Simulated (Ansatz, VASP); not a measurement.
One calculation of MoS2, two programs

The input INCAR:

```
  PREC = Accurate
  ENCUT = 520
  EDIFF = 1E-6
  ISMEAR = 0
  SIGMA = 0.15
  LREAL = False
  LASPH = True
  NELM = 80
  ALGO = Normal
  ISIF = 2
  LWAVE = False
  LCHARG = False
  GGA = PE
  IVDW = 12
  NBANDS = 20
```

Contents of KPOINTS:

```
Automatic mesh
0
Gamma
  15 15 15
```

Contents of POSCAR:

```
MoS2
1.0
    1.5671157387      0.9047746936      5.9549887142
   -1.5671157387      0.9047746936      5.9549887142
    0.0000000000     -1.8095493872      5.9549887142
Mo S
1 2
Direct
    0.0000000000      0.0000000000      0.0000000000
    0.7812385173      0.7812385173      0.7066343087
    0.2187614827      0.2187614827      0.2933656913
```

Input for Ansatz:

```yaml
crystal:
  lattice:
    - [1.5671157387, 0.9047746936, 5.9549887142]
    - [-1.5671157387, 0.9047746936, 5.9549887142]
    - [0.0, -1.8095493872, 5.9549887142]
  atoms:
    - { symbol: Mo, position: [0.0, 0.0, 0.0] }
    - { symbol: S, position: [0.7812385173, 0.7812385173, 0.7066343087] }
    - { symbol: S, position: [0.2187614827, 0.2187614827, 0.2933656913] }
basis:
  ecutwfc: 420
kpoints:
  mp_grid: { grid: [15, 15, 15] }
hamiltonian:
  xc: pbe
  pseudopotentials: { kind: paw, azcp: { folder: soft_1 } }
  dispersion: d3bj
scf:
  occupations: { method: gaussian, width: 0.15 }
output:
  forces: true
  stress: true
  eigenvalues: true
```

Change from the starting cell: mode 7 frozen in at +0.135 Å, normal strain along y +0.0000.

Alike in both runs: task single point; functional PBE; dispersion D3(BJ); k mesh 15 × 15 × 15; occupations gaussian, width 0.15 eV; no spin polarisation.

|  | VASP | Ansatz |
| --- | --- | --- |
| version | VASP 6.6.1 | Ansatz 0.2.0 |
| potentials or method | VASP PAW PBE potentials, release 64 (Mo_sv, S), cutoff 520 eV | scalar-relativistic, plane waves, PAW |
| valence electrons in the cell | 26 | 26 |

```tsv
	VASP	Ansatz	Ansatz less VASP
gap on the k mesh at the Fermi level (eV)	none	none	-
pressure (GPa)	1.2	1.3	+0.12
traceless stress, the component that is largest in VASP (GPa)	-11.51	-11.56	-0.051
rms of the force components (eV/Å)	0.582	0.585	+0.0027
```

Atom by atom the forces differ by 0.007 eV/Å (rms over components). A gap of «none» marks a metal or a gap that the smearing closes.
